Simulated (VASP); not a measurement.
The system is SnO2.

```
CELL_PARAMETERS angstrom
4.76051 0.00000 0.00000
0.00000 4.76070 0.00000
0.00000 0.00000 3.20005
ATOMIC_POSITIONS crystal
Sn 0.50000 0.50000 0.50000
Sn 0.00000 0.00000 0.00000
O 0.30583 0.30592 0.00000
O 0.80583 0.19408 0.50000
O 0.19417 0.80592 0.50000
O 0.69417 0.69408 0.00000
```

Base run:

* Program: VASP 6.6.1
* Functional: r2SCAN
* Potentials or basis: VASP PAW PBE potentials, release 64 (Sn_d, O)
* Cutoff: 520 eV
* k mesh: 5 × 5 × 5
* Occupations: gaussian, width 0.01 eV
* Spin: no spin polarisation

Its results: band gap on the k mesh 1.79 eV; pressure 1.1 GPa; largest force 0.024 eV/Å.

Problem. After a change of settings the same cell gave: band gap on the k mesh 12.23 eV (least direct gap 12.29 eV); pressure -7.5 GPa; largest force 0.059 eV/Å. Which change was it?
A. k mesh from 5 × 5 × 5 to 4 × 4 × 6; further incar settings from ALGO = Normal; EDIFF = 1e-07; NBANDS = 35 to ALGO = Normal; EDIFF = 1e-06; NBANDS = 35
B. k mesh from 5 × 5 × 5 to 4 × 4 × 6
C. functional from r2SCAN to HF; k mesh from 5 × 5 × 5 to 2 × 2 × 4
D. k mesh from 5 × 5 × 5 to 4 × 4 × 6; occupations from gaussian, width 0.01 eV to methfessel-paxton, width 0.5 eV

Solution. C.

Caveats: some runs use coarse meshes; the PAW data sets were made with another functional, which shifts forces and pressure a little; spin-orbit coupling is left out, which moves the levels of the heavy elements.
